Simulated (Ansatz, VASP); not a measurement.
## IrSe: VASP beside Ansatz

POSCAR

```
IrSe
1.0
    0.0000000000      2.7820649878      2.7820649878
    2.7820649878      0.0000000000      2.7820649878
    2.7820649878      2.7820649878      0.0000000000
Ir Se
1 1
Direct
    0.0000000000      0.0000000000      0.0000000000
    0.2500000000      0.2500000000      0.2500000000
```

File INCAR.step1:

```
  PREC = Accurate
  ENCUT = 520
  ISMEAR = 0
  SIGMA = 0.05
  LREAL = F
  LASPH = T
  NELM = 60
  NBANDS = 14
  GGA = PE
  ALGO = Normal
  EDIFF = 1E-4
  LWAVE = T
  LCHARG = F
```

INCAR.step2

```
  PREC = Accurate
  ENCUT = 520
  EDIFF = 1E-7
  ISMEAR = 0
  SIGMA = 0.05
  LREAL = F
  LASPH = T
  NELM = 60
  ALGO = Normal
  ISIF = 2
  LWAVE = F
  LCHARG = F
  METAGGA = R2SCAN
  LMIXTAU = T
  NBANDS = 14
  ISTART = 1
```

KPOINTS

```
Automatic mesh
0
Gamma
  10 10 10
```

Input for Ansatz:

```yaml
crystal:
  lattice:
    - [0.0, 2.7820649878, 2.7820649878]
    - [2.7820649878, 0.0, 2.7820649878]
    - [2.7820649878, 2.7820649878, 0.0]
  atoms:
    - { symbol: Ir, position: [0.0, 0.0, 0.0] }
    - { symbol: Se, position: [0.25, 0.25, 0.25] }
basis:
  ecutwfc: 500
  ecutrho_ratio: 4
kpoints:
  mp_grid: { grid: [10, 10, 10] }
hamiltonian:
  xc: r2scan
scf:
  occupations: { method: gaussian, width: 0.05 }
output:
  forces: true
  stress: true
  eigenvalues: true
  populations: true
  write_density: true
  write_potential: true
  elf: true
  volumetric_format: npy
```

Alike in both runs: task single point; functional r2SCAN; k mesh 10 × 10 × 10; occupations gaussian, width 0.05 eV; no spin polarisation.

|  | VASP | Ansatz |
| --- | --- | --- |
| version | VASP 6.6.1 | Ansatz 0.2.0 |
| potentials or method | VASP PAW PBE potentials, release 64 (Ir, Se), cutoff 520 eV | scalar-relativistic, plane waves, PAW |
| valence electrons in the cell | 15 | 33 |

|  | VASP | Ansatz | Ansatz less VASP |
| --- | --- | --- | --- |
| gap on the k mesh at the Fermi level (eV) | none | none | - |
| pressure (GPa) | -2.9 | -3.4 | -0.47 |

VASP's potentials were made for PBE, not for r2SCAN. A gap of «none» marks a metal or a gap that the smearing closes. VASP's potentials hold 15 valence electrons a cell and Ansatz's 33, so a difference there can come from the potentials and not from the codes.

Spin-orbit coupling is off throughout.
